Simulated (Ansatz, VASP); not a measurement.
# CaMg in VASP and in Ansatz

Contents of INCAR:

```
SYSTEM = CaMg
PREC     = Accurate       ! precision mode
ENCUT    = 520            ! plane-wave cutoff, eV
EDIFF    = 1E-6           ! SCF threshold, eV
ISMEAR   = 0              ! smearing method
SIGMA    = 0.15           ! smearing width, eV
LREAL    = .False.        ! projectors in reciprocal space
LASPH    = .True.         ! aspherical terms in the spheres
NELM     = 60             ! most SCF steps
ALGO     = Fast           ! electronic algorithm
ISIF     = 2              ! what is computed and relaxed
LWAVE    = .False.        ! write WAVECAR
LCHARG   = .True.         ! write CHGCAR
LELF     = .True.         ! ELF
LVHAR    = .True.       
NBANDS   = 13             ! bands
```

Contents of KPOINTS:

```
Automatic mesh
0
Gamma
  12 12 12
  0 0 0
```

The input POSCAR:

```
CaMg
1.0
    3.9547284438      0.0000000000      0.0000000000
    0.0000000000      3.9547284438      0.0000000000
    0.0000000000      0.0000000000      3.9547284438
Ca Mg
1 1
Direct
    0.0171011642      0.0000000000      0.0000000000
    0.4718008451      0.5000000000      0.5000000000
```

Input for Ansatz:

```yaml
crystal:
  lattice:
    - [3.9547284438, 0.0, 0.0]
    - [0.0, 3.9547284438, 0.0]
    - [0.0, 0.0, 3.9547284438]
  atoms:
    - { symbol: Ca, position: [0.0171011642, 0.0, 0.0] }
    - { symbol: Mg, position: [0.4718008451, 0.5, 0.5] }
basis:
  ecutwfc: 520.0
kpoints:
  mp_grid: { grid: [12, 12, 12] }
hamiltonian:
  xc: lda
scf:
  occupations: { method: gaussian, width: 0.15 }
output:
  forces: true
  stress: true
  eigenvalues: true
  write_density: true
  write_potential: true
  elf: true
  volumetric_format: npy
```

Change from the starting cell: mode 4 frozen in at -0.109 Å, equal normal strain along x, y and z +0.0250.

Alike in both runs: task single point; functional LDA; k mesh 12 × 12 × 12; occupations gaussian, width 0.15 eV; no spin polarisation.

|  | VASP | Ansatz |
| --- | --- | --- |
| version | VASP 6.6.1 | Ansatz 0.2.0 |
| potentials or method | VASP PAW LDA potentials, release 64 (Ca_sv, Mg), cutoff 520 eV | scalar-relativistic, plane waves, PAW |
| valence electrons in the cell | 12 | 20 |

|  | VASP | Ansatz | Ansatz less VASP |
| --- | --- | --- | --- |
| gap on the k mesh at the Fermi level (eV) | none | none | - |
| pressure (GPa) | -1.8 | -1.6 | +0.15 |
| traceless stress, the component that is largest in VASP (GPa) | -0.17 | -0.16 | +0.005 |
| rms of the force components (eV/Å) | 0.212 | 0.207 | -0.0049 |

LDA's correlation is that of Perdew and Zunger in VASP and of Perdew and Wang (1992) in Ansatz. Atom by atom the forces differ by 0.005 eV/Å (rms over components). A gap of «none» marks a metal or a gap that the smearing closes. VASP's potentials hold 12 valence electrons a cell and Ansatz's 20, so a difference there can come from the potentials and not from the codes.
